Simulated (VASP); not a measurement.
Runs of VASP 6.6.1 on GaP. The structure is that of space group F-43m (No. 216), or close to it. The cells are those of the table. 

```csv
level,spin,cell,k mesh,grid for exact exchange (PRECFOCK),share of exact exchange,gap on the mesh (eV),pressure (GPa)
PBE0,off,"a = 3.854 Å, angles 60.0°, 2 atoms",6 × 6 × 6,Normal,0.25,2.98,0.3
PBEsol-based screened hybrid with 25 % exact exchange,off,"a = 3.854 Å, angles 60.0°, 2 atoms",5 × 5 × 5,Normal,0.25,2.19,(b)
B3LYP,off,"a = 3.930 Å, angles 60.0°, 2 atoms",4 × 4 × 4,Normal,0.2,(a),-0.9
PBEsol,"non-collinear, zero start, SOC","a = 3.854 Å, angles 60.0°, 2 atoms",8 × 8 × 8,-,-,-,-0.7
```

Alike in all rows: potentials or basis VASP PAW PBE potentials, release 64 (Ga_d, P).

**Question.** Fill in the values left out.

**Answer.** (a) 2.58; (b) -1.5.

Caveats: some runs use coarse meshes; the PAW data sets were made with another functional, which shifts forces and pressure a little; an odd mesh through Γ misses points on the zone boundary, where band edges can lie (at least some runs).

A k mesh can miss the band edges, and rows without SOC leave out spin-orbit coupling on Ga.
